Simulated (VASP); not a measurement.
# Sb (Pm-3m) in VASP: single point with PBE

Aim: the single point of Sb with PBE.

Everything below comes from runs of VASP 6.6.1. Logs are shortened: lines on timing, memory, paths and dates and some standing lists are left out, and cuts for length are marked.

### Step 1. The cell of the first run

The structure is cubic, space group Pm-3m (No. 221). The conventional cell has a = 3.160 Å, b = 3.160 Å, c = 3.160 Å, α = 90.00°, β = 90.00°, γ = 90.00°. Within 4.2 Å of Sb (site symmetry m-3m) lie 6 Sb at 3.16 Å.

### Step 2. Single point, PBE

Input file INCAR:

```
PREC     = Accurate       # precision mode
ENCUT    = 520            # plane-wave cutoff, eV
EDIFF    = 1E-7           # SCF threshold, eV
ISMEAR   = 0              # smearing method
SIGMA    = 0.15           # smearing width, eV
LREAL    = False          # projectors in reciprocal space
LASPH    = True           # aspherical terms in the spheres
NELM     = 60             # most SCF steps
ALGO     = Normal         # electronic algorithm
ISIF     = 2              # what is computed and relaxed
LWAVE    = False          # write WAVECAR
LCHARG   = False          # write CHGCAR
GGA      = PE             # functional
NBANDS   = 8              # bands
```

Input file KPOINTS:

```
Automatic mesh
0
Gamma
  16 16 16
```

Input file POSCAR:

```
Sb
1.0
    3.1600000000      0.0000000000      0.0000000000
    0.0000000000      3.1600000000      0.0000000000
    0.0000000000      0.0000000000      3.1600000000
Sb
1
Direct
    0.0000000000      0.0000000000      0.0000000000
```

Potentials or basis: VASP PAW PBE potentials, release 64 (Sb).

Launch:

```
$ cat potpaw_PBE.64/Sb/POTCAR > POTCAR
$ mpirun -np 1 vasp_std > vasp.out
```

OUTCAR:

```text
PREC = Accurate
   ENCUT = 520
   EDIFF = 1E-7
   ISMEAR = 0
   LREAL = False
   LASPH = True
   NELM = 60
   ISIF = 2
   GGA = PE

 ion  position               nearest neighbor table
   1  0.000  0.000  0.000-

  LATTYP: Found a simple cubic cell.
 ALAT       =     3.1600000000

  Lattice vectors:

 A1 = (   3.1600000000,   0.0000000000,   0.0000000000)
 A2 = (   0.0000000000,   3.1600000000,   0.0000000000)
 A3 = (   0.0000000000,   0.0000000000,   3.1600000000)

Analysis of symmetry for initial positions (statically):
=====================================================================
 Subroutine PRICEL returns:
 Original cell was already a primitive cell.

 Routine SETGRP: Setting up the symmetry group for a
 simple cubic supercell.

 Subroutine GETGRP returns: Found 48 space group operations
 (whereof 48 operations were pure point group operations)
 out of a pool of 48 trial point group operations.

The static configuration has the point symmetry O_h .

Analysis of symmetry for dynamics (positions and initial velocities):
=====================================================================
 Subroutine PRICEL returns:
 Original cell was already a primitive cell.

 Routine SETGRP: Setting up the symmetry group for a
 simple cubic supercell.

 Subroutine GETGRP returns: Found 48 space group operations
 (whereof 48 operations were pure point group operations)
 out of a pool of 48 trial point group operations.

The dynamic configuration has the point symmetry O_h .

 Subroutine INISYM returns: Found 48 space group operations
 (whereof 48 operations are pure point group operations),
 and found     1 'primitive' translations

----------------------------------------------------------------------------------------

                                     Primitive cell

  volume of cell :      31.5545

  direct lattice vectors                    reciprocal lattice vectors
     3.160000000  0.000000000  0.000000000     0.316455696  0.000000000  0.000000000
     0.000000000  3.160000000  0.000000000     0.000000000  0.316455696  0.000000000
     0.000000000  0.000000000  3.160000000     0.000000000  0.000000000  0.316455696

  length of vectors
     3.160000000  3.160000000  3.160000000     0.316455696  0.316455696  0.316455696

  position of ions in fractional coordinates (direct lattice)
     0.000000000  0.000000000  0.000000000

  ion indices of the primitive-cell ions
   primitive index   ion index
                 1           1

----------------------------------------------------------------------------------------

 KPOINTS: Automatic mesh

Automatic generation of k-mesh.
 Grid dimensions read from file:
 generate k-points for:   16   16   16

 Generating k-lattice:

  Cartesian coordinates                     Fractional coordinates (reciprocal lattice)
     0.019778481  0.000000000  0.000000000     0.062500000  0.000000000  0.000000000
     0.000000000  0.019778481  0.000000000     0.000000000  0.062500000  0.000000000
     0.000000000  0.000000000  0.019778481     0.000000000  0.000000000  0.062500000

  Length of vectors
     0.019778481  0.019778481  0.019778481

  Shift w.r.t. Gamma in fractional coordinates (k-lattice)
     0.000000000  0.000000000  0.000000000

 Subroutine IBZKPT returns following result:
 ===========================================

 Found    165 irreducible k-points:

 Following reciprocal coordinates:
            Coordinates               Weight
  0.000000  0.000000  0.000000      1.000000
  0.062500  0.000000  0.000000      6.000000
  0.125000  0.000000  0.000000      6.000000
  0.187500  0.000000  0.000000      6.000000
  0.250000  0.000000  0.000000      6.000000
  0.312500  0.000000  0.000000      6.000000
[... 16 lines left out ...]
  0.437500  0.125000  0.000000     24.000000
  0.500000  0.125000  0.000000     12.000000
 [... further k-points ...]
   k-points           NKPTS =    165   k-points in BZ     NKDIM =    165   number of bands    NBANDS=      8
   number of dos      NEDOS =    301   number of ions     NIONS =      1
   total plane-waves  NPLWV =  13824
   dimension x,y,z NGX =    24 NGY =   24 NGZ =   24
   dimension x,y,z NGXF=    48 NGYF=   48 NGZF=   48
   ions per type =               1
   NGX,Y,Z   is equivalent  to a cutoff of  12.63, 12.63, 12.63 a.u.
   NGXF,Y,Z  is equivalent  to a cutoff of  25.25, 25.25, 25.25 a.u.
 SYSTEM =  unknown system
   PREC   = accura    normal or accurate (medium, high low for compatibility)
   ISTART =      0    job   : 0-new  1-cont  2-samecut
   ICHARG =      2    charge: 1-file 2-atom 10-const
   ISPIN  =      1    spin polarized calculation?
   LNONCOLLINEAR =      F non collinear calculations
   LSORBIT =      F    spin-orbit coupling
   LASPH  =      T    aspherical Exc in radial PAW
   ENCUT  =  520.0 eV  38.22 Ry    6.18 a.u.   5.88  5.88  5.88*2*pi/ulx,y,z
   NELM   =     60;   NELMIN=  2; NELMDL= -5     # of ELM steps
   EDIFF  = 0.1E-06   stopping-criterion for ELM
   LREAL  =      F    real-space projection
   EDIFFG = 0.1E-05   stopping-criterion for IOM
   NSW    =      0    number of steps for IOM
   IBRION =     -1    ionic relax: 0-MD 1-quasi-New 2-CG
   NFREE  =      0    steps in history (QN), initial steepest desc. (CG)
   ISIF   =      2    stress and relaxation
   ISYM   =      2    0-nonsym 1-usesym 2-fastsym
   POTIM  = 0.5000    time-step for ionic-motion
   TEBEG  =    0.0;   TEEND  =   0.0 temperature during run
   PSTRESS=    0.0 pullay stress
   NELECT =       5.0000    total number of electrons
   NUPDOWN=      -1.0000    fix difference up-down
   EMIN   =  10.00;   EMAX   =-10.00  energy-range for DOS
   EFERMI =   0.00;   METHOD = LEGACY
   ISMEAR =     0;   SIGMA  =   0.15  broadening in eV -4-tet -1-fermi 0-gaus
   EFERMI_NEDOS =   21; number of points for ismear=-14 and -15
   IALGO  =     38    algorithm
   IMIX   =      4    mixing-type and parameters
     AMIX     =   0.40;   BMIX     =  1.00
     AMIX_MAG =   1.60;   BMIX_MAG =  1.00
  volume/ion in A,a.u.               =      31.55       212.94
  Fermi-wavevector in a.u.,A,eV,Ry     =   0.885886  1.674081 10.677766  0.784794
  Thomas-Fermi vector in A             =   2.006979
   LORBIT       =      0    0 simple, 1 ext, 2 COOP (PROOUT), +10 PAW based schemes
   GGA     = PE    functional components
   LHFCALC =     F    Hartree Fock is set to
   AEXX    =    0.0000 exact exchange contribution
   IVDW    =     0    specifies the selected vdW correction
   LEPSILON=     F    determine dielectric tensor
   LRPA    =     F    only Hartree local field effects (RPA)
 non-spin polarized calculation
 Gauss-broadening in eV      SIGMA  =   0.15
  energy-cutoff  :      520.00
  volume of cell :       31.55
 maximum number of plane-waves:       876
 NGX is ok and might be reduce to    24
   NGX = 11   NGY = 11   NGZ = 11

 number of electron       5.0000001 magnetization

 Free energy of the ion-electron system (eV)
  ---------------------------------------------------
  ext. energy  EPLUGINS =         0.00000000
  ---------------------------------------------------
  free energy    TOTEN  =        -4.08087875 eV

  energy without entropy =       -4.07524023  energy(sigma->0) =       -4.07805949

 E-fermi :   6.4423     XC(G=0):  -9.3867

 val. band max:        6.4154052746   @ k =   0.1875   0.1250   0.1250
 cond. band min:       6.5016406217   @ k =   0.4375   0.2500   0.0000
 fundamental gap:      0.0862353472
 Fermi energy:         6.4422541127

 k-point     1 :       0.0000    0.0000    0.0000
  band No.  band energies     occupation
      1      -5.5238      2.00000
      2       9.5682      0.00000
      3       9.5682      0.00000
      4       9.5682      0.00000
      5      13.3123      0.00000
      6      13.3123      0.00000
      7      14.3714      0.00000
      8      23.7569      0.00000

 k-point     2 :       0.0625    0.0000    0.0000
  band No.  band energies     occupation
      1      -5.4705      2.00000
      2       8.8652      0.00000
      3       9.6200      0.00000
      4       9.6200      0.00000
      5      13.3560      0.00000
      6      13.7456      0.00000
      7      14.7664      0.00000
      8      23.1976      0.00000

 k-point     3 :       0.1250    0.0000    0.0000
  band No.  band energies     occupation
      1      -5.3118      2.00000
      2       7.4886      0.00000
      3       9.7724      0.00000
      4       9.7724      0.00000
      5      13.4864      0.00000
      6      14.1075      0.00000
      7      16.1506      0.00000
      8      22.1883      0.00000

 k-point     4 :       0.1875    0.0000    0.0000
  band No.  band energies     occupation
      1      -5.0522      2.00000
      2       6.0158      1.99994
      3      10.0155      0.00000
      4      10.0155      0.00000
      5      13.7012      0.00000
      6      14.3964      0.00000
      7      17.9177      0.00000
      8      21.1223      0.00000

 k-point     5 :       0.2500    0.0000    0.0000
  band No.  band energies     occupation
      1      -4.7018      2.00000
      2       4.6093      2.00000
      3      10.3307      0.00000
      4      10.3307      0.00000
      5      13.9953      0.00000
      6      14.7529      0.00000
      7      19.5997      0.00000
      8      20.0974      0.00000

 k-point     6 :       0.3125    0.0000    0.0000
  band No.  band energies     occupation
      1      -4.2818      2.00000
      2       3.3412      2.00000
      3      10.6865      0.00000
      4      10.6865      0.00000
      5      14.3569      0.00000
      6      15.2015      0.00000
      7      19.1732      0.00000
      8      19.1732      0.00000

 k-point     7 :       0.3750    0.0000    0.0000
  band No.  band energies     occupation
      1      -3.8373      2.00000
      2       2.2794      2.00000
      3      11.0324      0.00000
      4      11.0324      0.00000
      5      14.7575      0.00000
      6      15.7481      0.00000
      7      18.4138      0.00000
      8      18.4138      0.00000
[... 133 lines left out ...]
 k-point    20 :       0.2500    0.1250    0.0000
  band No.  band energies     occupation
      1      -4.4891      2.00000
      2       4.8125      2.00000
      3       8.2788      0.00000
      4      10.5363      0.00000
      5      14.5011      0.00000
      6      16.3663      0.00000
      7      17.8099      0.00000
      8      20.0292      0.00000

 k-point    21 :       0.3125    0.1250    0.0000
  band No.  band energies     occupation
      1      -4.0686      2.00000
      2       3.5450      2.00000
      3       8.6593      0.00000
      4      10.8928      0.00000
      5      14.8684      0.00000
      6      15.9311      0.00000
      7      17.6748      0.00000
      8      19.3331      0.00000

 k-point    22 :       0.3750    0.1250    0.0000
  band No.  band energies     occupation
      1      -3.6233      2.00000
      2       2.4827      2.00000
      3       9.0455      0.00000
      4      11.2394      0.00000
      5      15.0012      0.00000
      6      15.5591      0.00000
      7      17.8574      0.00000
      8      18.5773      0.00000

 k-point    23 :       0.4375    0.1250    0.0000
  band No.  band energies     occupation
      1      -3.2467      2.00000
      2       1.7317      2.00000
      3       9.3545      0.00000
      4      11.5029      0.00000
      5      14.5647      0.00000
      6      15.9154      0.00000
      7      17.8369      0.00000
      8      18.0656      0.00000

 k-point    24 :       0.5000    0.1250    0.0000
  band No.  band energies     occupation
      1      -3.0899      2.00000
      2       1.4494      2.00000
      3       9.4771      0.00000
      4      11.6035      0.00000
      5      14.3690      0.00000
      6      16.1527      0.00000
      7      17.6542      0.00000
      8      17.8819      0.00000

 [... further k-points ...]

------------------------ aborting loop because EDIFF is reached ----------------------------------------

  FORCE on cell =-STRESS in cart. coord.  units (eV):
  Direction    XX          YY          ZZ          XY          YZ          ZX
  --------------------------------------------------------------------------------------
  -------------------------------------------------------------------------------------
  Total       -0.5010256     -0.5010256     -0.5010256     -0.0000000      0.0000000     -0.0000000
  in kB      -25.4395374    -25.4395374    -25.4395374     -0.0000000      0.0000000     -0.0000000
  external PRESSURE =     -25.4395374 kB  Pullay stress =       0.0000000 kB

 VOLUME and BASIS-vectors are now :
 -----------------------------------------------------------------------------
  energy-cutoff  :      520.00
  volume of cell :       31.55
      direct lattice vectors                 reciprocal lattice vectors
     3.160000000  0.000000000  0.000000000     0.316455696  0.000000000  0.000000000
     0.000000000  3.160000000  0.000000000     0.000000000  0.316455696  0.000000000
     0.000000000  0.000000000  3.160000000     0.000000000  0.000000000  0.316455696

 POSITION                                       TOTAL-FORCE (eV/Angst)
 -----------------------------------------------------------------------------------
      0.00000      0.00000      0.00000         0.000000      0.000000      0.000000
 -----------------------------------------------------------------------------------
    total drift:                                0.000000      0.000000      0.000000

  FREE ENERGIE OF THE ION-ELECTRON SYSTEM (eV)
  ---------------------------------------------------
  free  energy   TOTEN  =        -4.0808787476 eV

  energy  without entropy=       -4.0752402316  energy(sigma->0) =       -4.07805949
```

It took 14 s on 1 thread of AMD EPYC 9R45 (Zen 5), shared host; peak memory 0.13 GiB.

Results:

| Property | Result |
| --- | --- |
| Free energy | -4.0809 eV |
| Pressure | -2.5 GPa |

Levels at points of the mesh, in eV from the Fermi level:
```csv
k point,band 1,band 2,band 3,band 4,band 5,band 6,band 7
"(0.00, 0.00, 0.00)",-11.97,3.13,3.13,3.13,6.87,6.87,7.93
"(0.50, 0.00, 0.00)",-9.75,-5.19,4.95,4.95,8.85,10.45,11.10
"(0.50, 0.50, 0.00)",-7.41,-3.29,-3.29,2.39,6.78,12.39,13.09
"(0.50, 0.50, 0.50)",-4.84,-1.51,-1.51,-1.51,4.92,4.92,4.92
```

Caveat: spin-orbit coupling is left out, which moves the levels of the heavy elements.
